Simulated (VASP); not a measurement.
# CuSn3 in VASP: notebook

CuSn3 is run at these levels: PBEsol; tasks: single point.

Everything below comes from runs of VASP 6.6.1. Logs are shortened: lines on timing, memory, paths and dates and some standing lists are left out, and cuts for length are marked.

### Step 1. The cell of the first run

The structure is tetragonal, space group I4/mmm (No. 139). The conventional cell has a = 4.480 Å, b = 4.480 Å, c = 9.936 Å, α = 90.00°, β = 90.00°, γ = 90.00°. Sn (site symmetry 4/mmm) has 4 Cu at 3.17 Å and 8 Sn at 3.34 Å within 4.2 Å. Sn (site symmetry -4m2) has 8 Sn at 3.17 to 3.34 Å and 4 Cu at 3.34 Å within 4.2 Å. Within 4.2 Å of Cu (site symmetry 4/mmm) lie 12 Sn at 3.17 to 3.34 Å.

### Step 2. Single point, PBEsol

Input file INCAR:

```
  PREC = Accurate
  ENCUT = 520
  EDIFF = 1E-7
  ISMEAR = -1
  SIGMA = 0.05
  LREAL = False
  LASPH = True
  NELM = 60
  ALGO = Fast
  ISIF = 2
  LWAVE = False
  LCHARG = False
  GGA = PS
  NBANDS = 34
```

Input file KPOINTS:

```
Automatic mesh
0
Gamma
  7 7 7
```

Input file POSCAR:

```
CuSn3
1.0
   -2.2399030000      2.2399030000      4.9681180800
    2.2399030000     -2.2399030000      4.9681180800
    2.2399030000      2.2399030000     -4.9681180800
Sn Cu
3 1
Direct
    0.5000000000      0.5000000000      0.0000000000
    0.2500000000      0.7500000000      0.5000000000
    0.7500000000      0.2500000000      0.5000000000
    0.0000000000      0.0000000000      0.0000000000
```

Potentials or basis: VASP PAW PBE potentials, release 64 (Sn_d, Cu).

Launch:

```console
> cat potpaw_PBE.64/Sn_d/POTCAR potpaw_PBE.64/Cu/POTCAR > POTCAR
> mpirun -np 1 vasp_std > vasp.out
```

OUTCAR:

```text
PREC = Accurate
   ENCUT = 520
   EDIFF = 1E-7
   ISMEAR = -1
   LREAL = False
   LASPH = True
   NELM = 60
   ISIF = 2
   GGA = PS

 ion  position               nearest neighbor table
   1  0.500  0.500  0.000-   4 3.17   4 3.17   4 3.17   4 3.17   3 3.34   2 3.34   3 3.34   3 3.34
                             2 3.34   2 3.34   3 3.34   2 3.34
   2  0.250  0.750  0.500-   3 3.17   3 3.17   3 3.17   3 3.17   1 3.34   1 3.34   1 3.34   1 3.34

   3  0.750  0.250  0.500-   2 3.17   2 3.17   2 3.17   2 3.17   1 3.34   1 3.34   1 3.34   1 3.34

   4  0.000  0.000  0.000-   1 3.17   1 3.17   1 3.17   1 3.17

  LATTYP: Found a body centered tetragonal cell.
 ALAT       =     4.4798060000
 C/A-ratio  =     2.2180059047

  Lattice vectors:

 A1 = (  -2.2399030000,   2.2399030000,   4.9681180800)
 A2 = (   2.2399030000,  -2.2399030000,   4.9681180800)
 A3 = (   2.2399030000,   2.2399030000,  -4.9681180800)

Analysis of symmetry for initial positions (statically):
=====================================================================
 Subroutine PRICEL returns:
 Original cell was already a primitive cell.

 Routine SETGRP: Setting up the symmetry group for a
 body centered tetragonal supercell.

 Subroutine GETGRP returns: Found 16 space group operations
 (whereof 16 operations were pure point group operations)
 out of a pool of 16 trial point group operations.

The static configuration has the point symmetry D_4h.

Analysis of symmetry for dynamics (positions and initial velocities):
=====================================================================
 Subroutine PRICEL returns:
 Original cell was already a primitive cell.

 Routine SETGRP: Setting up the symmetry group for a
 body centered tetragonal supercell.

 Subroutine GETGRP returns: Found 16 space group operations
 (whereof 16 operations were pure point group operations)
 out of a pool of 16 trial point group operations.

The dynamic configuration has the point symmetry D_4h.

 Subroutine INISYM returns: Found 16 space group operations
 (whereof 16 operations are pure point group operations),
 and found     1 'primitive' translations

----------------------------------------------------------------------------------------

                                     Primitive cell

  volume of cell :      99.7035

  direct lattice vectors                    reciprocal lattice vectors
    -2.239903000  2.239903000  4.968118080     0.000000000  0.223223952  0.100641730
     2.239903000 -2.239903000  4.968118080     0.223223952  0.000000000  0.100641730
     2.239903000  2.239903000 -4.968118080     0.223223952  0.223223952  0.000000000

  length of vectors
     5.892073333  5.892073333  5.892073333     0.244862596  0.244862596  0.315686341

  position of ions in fractional coordinates (direct lattice)
     0.500000000  0.500000000  0.000000000
     0.250000000  0.750000000  0.500000000
     0.750000000  0.250000000  0.500000000
     0.000000000  0.000000000  0.000000000

  ion indices of the primitive-cell ions
   primitive index   ion index
                 1           1
                 2           2
                 3           3
                 4           4

----------------------------------------------------------------------------------------

 KPOINTS: Automatic mesh

Automatic generation of k-mesh.
 Grid dimensions read from file:
 generate k-points for:    7    7    7

 Generating k-lattice:

  Cartesian coordinates                     Fractional coordinates (reciprocal lattice)
     0.000000000  0.031889136  0.014377390     0.142857143 -0.000000000  0.000000000
     0.031889136  0.000000000  0.014377390    -0.000000000  0.142857143  0.000000000
     0.031889136  0.031889136  0.000000000     0.000000000  0.000000000  0.142857143

  Length of vectors
     0.034980371  0.034980371  0.045098049

  Shift w.r.t. Gamma in fractional coordinates (k-lattice)
     0.000000000  0.000000000  0.000000000

 Subroutine IBZKPT returns following result:
 ===========================================

 Found     40 irreducible k-points:

 Following reciprocal coordinates:
            Coordinates               Weight
  0.000000  0.000000  0.000000      1.000000
  0.142857  0.000000 -0.000000      8.000000
  0.285714  0.000000  0.000000      8.000000
  0.428571  0.000000 -0.000000      8.000000
  0.142857  0.142857 -0.000000      8.000000
  0.285714  0.142857 -0.000000     16.000000
[... 16 lines left out ...]
 -0.142857  0.285714  0.142857      8.000000
 -0.428571  0.428571  0.142857      8.000000
 [... further k-points ...]
   k-points           NKPTS =     40   k-points in BZ     NKDIM =     40   number of bands    NBANDS=     34
   number of dos      NEDOS =    301   number of ions     NIONS =      4
   total plane-waves  NPLWV = 110592
   dimension x,y,z NGX =    48 NGY =   48 NGZ =   48
   dimension x,y,z NGXF=    96 NGYF=   96 NGZF=   96
   ions per type =               3   1
   NGX,Y,Z   is equivalent  to a cutoff of  13.54, 13.54, 13.54 a.u.
   NGXF,Y,Z  is equivalent  to a cutoff of  27.09, 27.09, 27.09 a.u.
 SYSTEM =  unknown system
   PREC   = accura    normal or accurate (medium, high low for compatibility)
   ISTART =      0    job   : 0-new  1-cont  2-samecut
   ICHARG =      2    charge: 1-file 2-atom 10-const
   ISPIN  =      1    spin polarized calculation?
   LNONCOLLINEAR =      F non collinear calculations
   LSORBIT =      F    spin-orbit coupling
   LASPH  =      T    aspherical Exc in radial PAW
   ENCUT  =  520.0 eV  38.22 Ry    6.18 a.u.  10.96 10.96 10.96*2*pi/ulx,y,z
   NELM   =     60;   NELMIN=  2; NELMDL= -5     # of ELM steps
   EDIFF  = 0.1E-06   stopping-criterion for ELM
   LREAL  =      F    real-space projection
   EDIFFG = 0.1E-05   stopping-criterion for IOM
   NSW    =      0    number of steps for IOM
   IBRION =     -1    ionic relax: 0-MD 1-quasi-New 2-CG
   NFREE  =      0    steps in history (QN), initial steepest desc. (CG)
   ISIF   =      2    stress and relaxation
   ISYM   =      2    0-nonsym 1-usesym 2-fastsym
   POTIM  = 0.5000    time-step for ionic-motion
   TEBEG  =    0.0;   TEEND  =   0.0 temperature during run
   PSTRESS=    0.0 pullay stress
   NELECT =      53.0000    total number of electrons
   NUPDOWN=      -1.0000    fix difference up-down
   EMIN   =  10.00;   EMAX   =-10.00  energy-range for DOS
   EFERMI =   0.00;   METHOD = LEGACY
   ISMEAR =    -1;   SIGMA  =   0.05  broadening in eV -4-tet -1-fermi 0-gaus
   EFERMI_NEDOS =   21; number of points for ismear=-14 and -15
   IALGO  =     68    algorithm
   IMIX   =      4    mixing-type and parameters
     AMIX     =   0.40;   BMIX     =  1.00
     AMIX_MAG =   1.60;   BMIX_MAG =  1.00
  volume/ion in A,a.u.               =      24.93       168.21
  Fermi-wavevector in a.u.,A,eV,Ry     =   1.326162  2.506083 23.928654  1.758706
  Thomas-Fermi vector in A             =   2.455570
   LORBIT       =      0    0 simple, 1 ext, 2 COOP (PROOUT), +10 PAW based schemes
   GGA     = PS    functional components
   LHFCALC =     F    Hartree Fock is set to
   AEXX    =    0.0000 exact exchange contribution
   IVDW    =     0    specifies the selected vdW correction
   LEPSILON=     F    determine dielectric tensor
   LRPA    =     F    only Hartree local field effects (RPA)
 non-spin polarized calculation
 RMM-DIIS sequential band-by-band and
  energy-cutoff  :      520.00
  volume of cell :       99.70
 maximum number of plane-waves:      2718
 NGX is ok and might be reduce to    48
   NGX = 21   NGY = 21   NGZ = 21

 number of electron      53.0000007 magnetization

 Free energy of the ion-electron system (eV)
  ---------------------------------------------------
  ext. energy  EPLUGINS =         0.00000000
  ---------------------------------------------------
  free energy    TOTEN  =       -16.03912897 eV

  energy without entropy =      -16.01844326  energy(sigma->0) =      -16.02878612

 E-fermi :   7.1888     XC(G=0): -10.5089

 val. band max:        7.1845933448   @ k =  -0.4286   0.1429   0.0000
 cond. band min:       7.2029595519   @ k =  -0.4286  -0.4286   0.2857
 fundamental gap:      0.0183662071
 Fermi energy:         7.1887817348

 k-point     1 :       0.0000    0.0000    0.0000
  band No.  band energies     occupation
      1     -14.4269      2.00000
      2     -14.3144      2.00000
      3     -14.3135      2.00000
      4     -14.2635      2.00000
      5     -14.2635      2.00000
      6     -14.2457      2.00000
[... 26 lines left out ...]
     33      11.6673      0.00000
     34      15.0563      0.00000

 k-point     2 :       0.1429    0.0000   -0.0000
  band No.  band energies     occupation
      1     -14.4088      2.00000
      2     -14.3107      2.00000
      3     -14.3028      2.00000
      4     -14.2718      2.00000
      5     -14.2703      2.00000
      6     -14.2382      2.00000
[... 26 lines left out ...]
     33      11.0053      0.00000
     34      15.4072      0.00000

 k-point     3 :       0.2857    0.0000    0.0000
  band No.  band energies     occupation
      1     -14.3577      2.00000
      2     -14.2998      2.00000
      3     -14.2825      2.00000
      4     -14.2778      2.00000
      5     -14.2630      2.00000
      6     -14.2288      2.00000
[... 26 lines left out ...]
     33      11.7857      0.00000
     34      13.9402      0.00000
[... 704 lines left out ...]
 k-point    23 :      -0.1429    0.2857    0.1429
  band No.  band energies     occupation
      1     -14.2840      2.00000
      2     -14.2797      2.00000
      3     -14.2773      2.00000
      4     -14.2557      2.00000
      5     -14.2430      2.00000
      6     -14.2340      2.00000
[... 26 lines left out ...]
     33      13.1270      0.00000
     34      13.4828      0.00000

 k-point    24 :      -0.4286    0.4286    0.1429
  band No.  band energies     occupation
      1     -14.3338      2.00000
      2     -14.3000      2.00000
      3     -14.2925      2.00000
      4     -14.2854      2.00000
      5     -14.2497      2.00000
      6     -14.2332      2.00000
[... 26 lines left out ...]
     33      13.0240      0.00000
     34      14.0755      0.00000

 [... further k-points ...]

------------------------ aborting loop because EDIFF is reached ----------------------------------------

  FORCE on cell =-STRESS in cart. coord.  units (eV):
  Direction    XX          YY          ZZ          XY          YZ          ZX
  --------------------------------------------------------------------------------------
  -------------------------------------------------------------------------------------
  Total       -3.0975621     -3.0975621     -2.7456255      0.0000000      0.0000000      0.0000000
  in kB      -49.7760324    -49.7760324    -44.1206156      0.0000000      0.0000000      0.0000000
  external PRESSURE =     -47.8908935 kB  Pullay stress =       0.0000000 kB

 VOLUME and BASIS-vectors are now :
 -----------------------------------------------------------------------------
  energy-cutoff  :      520.00
  volume of cell :       99.70
      direct lattice vectors                 reciprocal lattice vectors
    -2.239903000  2.239903000  4.968118080     0.000000000  0.223223952  0.100641730
     2.239903000 -2.239903000  4.968118080     0.223223952  0.000000000  0.100641730
     2.239903000  2.239903000 -4.968118080     0.223223952  0.223223952  0.000000000

 POSITION                                       TOTAL-FORCE (eV/Angst)
 -----------------------------------------------------------------------------------
      0.00000      0.00000      4.96812         0.000000      0.000000     -0.000000
      2.23990      0.00000      2.48406        -0.000000      0.000000     -0.000000
      0.00000      2.23990      2.48406         0.000000     -0.000000      0.000000
      0.00000      0.00000      0.00000         0.000000      0.000000     -0.000000
 -----------------------------------------------------------------------------------
    total drift:                                0.000000     -0.000000      0.000000

  FREE ENERGIE OF THE ION-ELECTRON SYSTEM (eV)
  ---------------------------------------------------
  free  energy   TOTEN  =       -16.0391289666 eV

  energy  without entropy=      -16.0184432644  energy(sigma->0) =      -16.02878612
```

Run time: 6.5 min. Hardware: 1 thread of Intel Xeon 8259CL, shared host; peak memory 0.38 GiB.

Results:

```
Free energy            : -16.0391 eV
Pressure               : -4.8 GPa
Band gap on the k mesh : zero (an odd number of electrons rules out a gap without spin polarisation)
```

Stress tensor (GPa, compression positive):
```
-4.98  0.00  0.00
 0.00 -4.98  0.00
 0.00  0.00 -4.41
```

Levels at points of the mesh, in eV from the Fermi level:
| k point | band 24 | band 25 | band 26 | band 27 | band 28 | band 29 | band 30 | band 31 |
| --- | --- | --- | --- | --- | --- | --- | --- | --- |
| (0.00, 0.00, 0.00) | -2.04 | -1.08 | -1.08 | -0.13 | -0.13 | 0.40 | 1.44 | 1.48 |

Caveat: the cell stands under tension; the PAW data sets were made with another functional, which shifts forces and pressure a little; spin-orbit coupling is left out, which moves the levels of the heavy elements.

### Step 3. Single point, PBEsol

This run uses another cell than the first one, of 25.41 Å³/atom.

Input file INCAR:

```
ALGO     = Fast           # electronic algorithm
EDIFF    = 1E-6           # SCF threshold, eV
ENCUT    = 520            # plane-wave cutoff, eV
GGA      = PS             # functional
ISIF     = 2              # what is computed and relaxed
ISMEAR   = -1             # smearing method
LASPH    = T              # aspherical terms in the spheres
LCHARG   = T              # write CHGCAR
LELF     = T              # ELF
LREAL    = F              # projectors in reciprocal space
LVHAR    = T            
LWAVE    = F              # write WAVECAR
NBANDS   = 34             # bands
NELM     = 60             # most SCF steps
PREC     = Accurate       # precision mode
SIGMA    = 0.05           # smearing width, eV
```

Input file KPOINTS:

```
k-points
0
Gamma
  7 7 7
```

Input file POSCAR:

```
CuSn3
1.0
   -2.2399030000      2.2399030000      5.0655321600
    2.2399030000     -2.2399030000      5.0655321600
    2.2399030000      2.2399030000     -5.0655321600
Sn Cu
3 1
Direct
    0.5000000000      0.5000000000      0.0000000000
    0.2500000000      0.7500000000      0.5000000000
    0.7500000000      0.2500000000      0.5000000000
    0.0000000000      0.0000000000      0.0000000000
```

Potentials or basis: VASP PAW PBE potentials, release 64 (Sn_d, Cu).

Launch:

```console
> cat potpaw_PBE.64/Sn_d/POTCAR potpaw_PBE.64/Cu/POTCAR > POTCAR
> mpirun -np 1 vasp_std > vasp.out
```

It took 5.2 min on 1 thread of Intel Xeon 8259CL, shared host; peak memory 0.38 GiB.

It converged, with:

* Free energy: -15.9813 eV
* Pressure: -5.6 GPa
* Band gap on the k mesh: zero (an odd number of electrons rules out a gap without spin polarisation)

Stress tensor (GPa, compression positive):
```
-5.73  0.00  0.00
 0.00 -5.73  0.00
 0.00  0.00 -5.27
```

Levels at points of the mesh, in eV from the Fermi level:
```tsv
k point	band 23	band 24	band 25	band 26	band 27	band 28	band 29	band 30	band 31	band 32
(0.00, 0.00, 0.00)	-2.27	-1.99	-1.04	-1.04	-0.03	-0.03	0.45	1.55	1.60	4.62
```

Caveat: the cell stands under tension; the PAW data sets were made with another functional, which shifts forces and pressure a little; spin-orbit coupling is left out, which moves the levels of the heavy elements.

### Step 4. Single point, PBEsol (atoms moved at random)

Input file INCAR:

```
PREC = Accurate
ENCUT = 520
EDIFF = 1E-6
ISMEAR = -1
SIGMA = 0.05
LREAL = False
LASPH = True
NELM = 60
ALGO = Fast
ISIF = 2
LWAVE = False
LCHARG = False
GGA = PS
NBANDS = 34
LUSENCCL = False
```

Input file KPOINTS:

```
Automatic mesh
0
Gamma
  8 8 8
```

Input file POSCAR:

```
CuSn3
1.0
   -2.2399030000      2.2399030000      4.8707040000
    2.2399030000     -2.2399030000      4.8707040000
    2.2399030000      2.2399030000     -4.8707040000
Sn Cu
3 1
Direct
    0.5164740000      0.5066350000      0.0234660000
    0.2557510000      0.7440650000      0.4976130000
    0.7523960000      0.2453410000      0.4953410000
    0.0158090000     -0.0017010000      0.0089130000
```

Launch:

```console
> cat potpaw_PBE.64/Sn_d/POTCAR potpaw_PBE.64/Cu/POTCAR > POTCAR
> mpirun -np 1 vasp_std > vasp.out
```

Run time: 22 min. Hardware: 1 × NVIDIA H100 80GB with 1 thread of AMD EPYC 7R13 (Zen 3), shared host; peak memory 1.9 GiB.

The run converged. Its results:

* Free energy: -16.1129 eV
* Pressure: -4.1 GPa
* Largest force: 0.084 eV/Å
* Band gap on the k mesh: zero (an odd number of electrons rules out a gap without spin polarisation)

Forces on the atoms (eV/Å):
```
Sn  -0.046 -0.052  0.047
Sn   0.036 -0.024 -0.028
Sn   0.009  0.047 -0.028
Cu   0.002  0.028  0.009
```

Stress tensor (GPa, compression positive):
```
-4.04 -0.01 -0.04
-0.01 -4.03 -0.09
-0.04 -0.09 -4.32
```

Levels at points of the mesh, in eV from the Fermi level:
| k point | band 23 | band 24 | band 25 | band 26 | band 27 | band 28 | band 29 | band 30 |
| --- | --- | --- | --- | --- | --- | --- | --- | --- |
| (0.00, 0.00, 0.00) | -2.32 | -1.99 | -1.00 | -0.99 | -0.14 | -0.12 | 0.47 | 1.46 |
| (0.50, 0.00, 0.00) | -2.24 | -1.95 | -0.09 | -0.01 | 0.07 | 0.22 | 2.14 | 2.63 |
| (0.00, 0.50, 0.00) | -2.24 | -1.95 | -0.08 | -0.05 | 0.08 | 0.25 | 2.14 | 2.63 |
| (0.00, 0.50, 0.50) | -2.24 | -1.95 | -0.13 | -0.02 | 0.07 | 0.29 | 2.12 | 2.63 |
| (0.50, 0.00, 0.50) | -2.24 | -1.95 | -0.09 | -0.03 | 0.06 | 0.27 | 2.13 | 2.63 |
| (0.50, 0.50, 0.00) | -2.23 | -2.18 | -2.07 | -2.00 | 0.26 | 0.86 | 0.88 | 1.28 |
| (0.00, 0.00, 0.50) | -2.23 | -2.18 | -2.07 | -2.00 | 0.26 | 0.80 | 0.88 | 1.35 |
| (0.50, 0.50, 0.50) | -2.32 | -2.32 | -2.01 | -0.83 | 2.77 | 2.77 | 2.81 | 2.81 |

Caveat: the cell differs from its parent crystal (atoms moved at random); the cell stands under tension; the PAW data sets were made with another functional, which shifts forces and pressure a little; spin-orbit coupling is left out, which moves the levels of the heavy elements.

### Step 5. The runs side by side

| cell | k mesh | further INCAR settings | gap on the mesh (eV) | pressure (GPa) |
| --- | --- | --- | --- | --- |
| a = 5.892 Å, angles 135.3, 135.3, 65.0°, 4 atoms, atomic positions A | 7 × 7 × 7 | ALGO = Fast; EDIFF = 1e-07; NBANDS = 34 | none | -4.8 |
| a = 5.974 Å, angles 136.0, 136.0, 64.0°, 4 atoms, atomic positions A | 7 × 7 × 7 | ALGO = Fast; EDIFF = 1e-06; NBANDS = 34 | none | -5.6 |
| a = 5.810 Å, angles 134.6, 134.6, 66.1°, 4 atoms, atomic positions B | 8 × 8 × 8 | ALGO = Fast; EDIFF = 1e-06; NBANDS = 34 | none | -4.1 |

Alike in all rows: task single point; level PBEsol; potentials or basis VASP PAW PBE potentials, release 64 (Sn_d, Cu); no spin polarisation; cutoff (eV) 520; smearing fermi-dirac 0.05 eV.

Caveats: the cell stands under tension; the PAW data sets were made with another functional, which shifts forces and pressure a little; spin-orbit coupling is left out, which moves the levels of the heavy elements.

Absolute energies hang on the potentials; compare differences alone.
